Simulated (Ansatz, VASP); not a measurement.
**Zr2PdS3 in VASP and in Ansatz**

Contents of INCAR:

```
PREC = Accurate
ENCUT = 520
EDIFF = 1E-6
ISMEAR = 0
SIGMA = 0.1
LREAL = False
LASPH = True
NELM = 150
ALGO = Normal
ISIF = 2
LWAVE = False
LCHARG = False
ISPIN = 2
MAGMOM = 0 0 1 0 0 0
LORBIT = 11
LMAXMIX = 4
GGA = PE
NBANDS = 39
```

File KPOINTS:

```
regular mesh
0
Gamma
  4 4 4
```

Contents of POSCAR:

```
Zr2PdS3
1.0
    3.9556635700      0.0000000000      0.0000000000
    0.0000000000      3.9556635700      0.0000000000
    0.0000000000      0.0000000000      6.5799931600
Zr Pd S
2 1 3
Direct
    0.5000000000      0.0000000000      0.2671410100
    0.0000000000      0.5000000000      0.7328589900
    0.5000000000      0.5000000000      0.0000000000
    0.0000000000      0.0000000000      0.0000000000
    0.5000000000      0.0000000000      0.6756250300
    0.0000000000      0.5000000000      0.3243749700
```

Input for Ansatz:

```yaml
crystal:
  lattice:
    - [3.95566357, 0.0, 0.0]
    - [0.0, 3.95566357, 0.0]
    - [0.0, 0.0, 6.57999316]
  atoms:
    - { symbol: Zr, position: [0.5, 0.0, 0.26714101] }
    - { symbol: Zr, position: [0.0, 0.5, 0.73285899] }
    - { symbol: Pd, position: [0.5, 0.5, 0.0], spin: 1.0 }
    - { symbol: S, position: [0.0, 0.0, 0.0] }
    - { symbol: S, position: [0.5, 0.0, 0.67562503] }
    - { symbol: S, position: [0.0, 0.5, 0.32437497] }
basis:
  ecutwfc: 420
kpoints:
  mp_grid: { grid: [4, 4, 4] }
hamiltonian:
  xc: pbe
scf:
  occupations: { method: gaussian, width: 0.1 }
  lower_state_search: "off"
output:
  forces: true
  stress: true
  eigenvalues: true
  populations: true
magnetization:
  spin_polarized: true
```

Change from the starting cell: species swapped into the Mn3CoAs2 type (P-4m2, No. 115).

Alike in both runs: task single point; functional PBE; k mesh 4 × 4 × 4; occupations gaussian, width 0.1 eV; collinear spin.

|  | VASP | Ansatz |
| --- | --- | --- |
| version | VASP 6.6.1 | Ansatz 0.2.0 |
| potentials or method | VASP PAW PBE potentials, release 64 (Zr_sv, Pd, S), cutoff 520 eV | scalar-relativistic, plane waves, PAW |
| valence electrons in the cell | 52 | 60 |

Ansatz gave:

```
gap on the k mesh at the Fermi level (eV)                     : none
pressure (GPa)                                                : 5.0
traceless stress, the component that is largest in VASP (GPa) : 7.07
rms of the force components (eV/Å)                            : 0.658
net moment per atom (μB)                                      : 0.00
```

Problem. Which values does VASP return?

Solution. gap on the k mesh at the Fermi level (eV): none; pressure (GPa): 5.0; traceless stress, the component that is largest in VASP (GPa): 7.06; rms of the force components (eV/Å): 0.657; net moment per atom (μB): 0.00.

Atom by atom the forces differ by 0.004 eV/Å (rms over components). A gap of «none» marks a metal or a gap that the smearing closes. VASP's potentials hold 52 valence electrons a cell and Ansatz's 60, so a difference there can come from the potentials and not from the codes. Ansatz's warnings: seeded moment not kept.

The k mesh is coarse, so the values compare programs but aren't converged.
